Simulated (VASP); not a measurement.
Input of a VASP 6.6.1 run:

File INCAR:

```
  ALGO = Normal
  EDIFF = 1E-6
  ENCUT = 520
  ISIF = 2
  ISMEAR = -1
  LASPH = T
  LCHARG = T
  LELF = T
  LREAL = F
  LVHAR = T
  LWAVE = F
  NBANDS = 15
  NELM = 60
  PREC = Accurate
  SIGMA = 0.08
```

Contents of KPOINTS:

```
k-points
0
Gamma
  17 17 17
```

Contents of POSCAR:

```
TiC
1.0
    0.0000000000      2.0869586686      2.0869586686
    2.0869586686      0.0000000000      2.0869586686
    2.0869586686      2.0869586686      0.0000000000
Ti C
1 1
Direct
    0.0000000000      0.0000000000      0.0000000000
    0.5000000000      0.5000000000      0.5000000000
```

Potentials or basis: VASP PAW LDA potentials, release 64 (Ti_sv, C).

Command:

```console
$ cat potpaw_LDA.64/Ti_sv/POTCAR potpaw_LDA.64/C/POTCAR > POTCAR
$ mpirun -np 1 vasp_std > vasp.out
```

(1) Estimate the pressure.

(2) What does it give for the band gap on the k mesh?

Results:

(1) 20.5 GPa.

(2) zero (band 8 reaches 11.27 eV, above the bottom of band 9 at 10.18 eV).
